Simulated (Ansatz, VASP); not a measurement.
## ZrH5: VASP beside Ansatz

```xyz
6
Lattice="4.0510 0.0000 0.0000 -2.0255 3.5082 0.0000 0.0000 0.0000 5.2729" Properties=species:S:1:pos:R:3 pbc="T T T"
Zr    0.0000    0.0000    0.0000
H     2.0255    0.0000    0.0000
H    -1.0127    1.7541    0.0000
H     1.0127    1.7541    0.0000
H     0.0000    0.0000    3.0890
H     0.0000    0.0000    2.1839
```

Alike in both runs: functional PBE; k mesh 5 × 5 × 3; occupations gaussian, width 0.2 eV; no spin polarisation.

Ansatz relaxed the structure, and its values are those at the end. VASP's run is a single point on that final structure, the one shown.

|  | VASP | Ansatz |
| --- | --- | --- |
| version | VASP 6.6.1 | Ansatz 0.2.0 |
| potentials or method | VASP PAW PBE potentials, release 64 (Zr_sv, H), cutoff 500 eV | scalar-relativistic, plane waves, PAW |
| valence electrons in the cell | 17 | 17 |

|  | VASP | Ansatz | Ansatz less VASP |
| --- | --- | --- | --- |
| gap on the k mesh at the Fermi level (eV) | none | none | - |
| pressure (GPa) | 0.0 | 0.1 | +0.14 |
| rms of the force components (eV/Å) | 0.010 | 0.008 | -0.0024 |

A gap of «none» marks a metal or a gap that the smearing closes. With one functional, cell and mesh, what is left measures potentials, basis and numerics.

The k mesh is coarse, so the values compare programs but aren't converged.
